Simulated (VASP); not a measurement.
## Sn2TeSe: single point with r2SCAN

Crystal: Sn2TeSe.

```
Se Te Sn
1.0
     2.21288    1.27761    7.19474
    -2.21288    1.27761    7.19474
     0.00000   -2.55522    7.19474
Se Te Sn
1 1 2
Direct
  0.00000 0.00000 0.00000
  0.50000 0.50000 0.50000
  0.25553 0.25553 0.25553
  0.74447 0.74447 0.74447
```

```json
{
  "Program": "VASP 6.6.1",
  "Task": "single point",
  "Functional": "r2SCAN",
  "Potentials or basis": "VASP PAW PBE potentials, release 64 (Se, Te, Sn_d)",
  "Cutoff": "520 eV",
  "k mesh": "6 × 6 × 6",
  "Occupations": "fermi-dirac, width 0.02 eV",
  "Spin": "no spin polarisation",
  "Dipole correction": "no",
  "Further INCAR settings": "ALGO = Normal; EDIFF = 1e-06; NBANDS = 28"
}
```

* Pressure: -1.3 GPa
* Largest force: 0.007 eV/Å
* Band gap on the k mesh: 0.01 eV (least direct gap 0.02 eV)

Forces in eV/Å, atoms in the order of the input:
```
Se   0.000  0.000  0.000
Te   0.000  0.000  0.000
Sn   0.000  0.000 -0.007
Sn   0.000  0.000  0.007
```

Levels at points of the mesh, in eV from the valence-band top:
| k point | band 17 | band 18 | band 19 | band 20 | band 21 | band 22 | band 23 | band 24 |
| --- | --- | --- | --- | --- | --- | --- | --- | --- |
| (0.00, 0.00, 0.00) | -2.51 | -1.92 | -1.92 | 0.00 | 0.02 | 0.61 | 0.61 | 3.65 |
| (0.50, 0.00, 0.00) | -3.67 | -3.02 | -2.64 | -2.58 | 2.59 | 2.60 | 2.62 | 2.90 |
| (0.50, 0.50, 0.00) | -3.98 | -2.22 | -2.16 | -0.04 | 0.01 | 0.65 | 0.66 | 2.76 |
| (0.50, 0.50, 0.50) | -2.01 | -2.01 | -1.49 | -1.14 | 1.74 | 1.74 | 1.78 | 1.89 |

Run time: 11 min on 1 thread of AMD EPYC 9R45 96-Core Processor (Zen 5), with other jobs on the host, peak memory 0.58 GiB.

Caveat: the smearing spreads over this small gap; semilocal functionals underestimate gaps, and a narrow one can read as zero; the PAW data sets were made with another functional, which shifts forces and pressure a little; spin-orbit coupling is left out, which moves the levels of the heavy elements. A k mesh can miss the band edges.
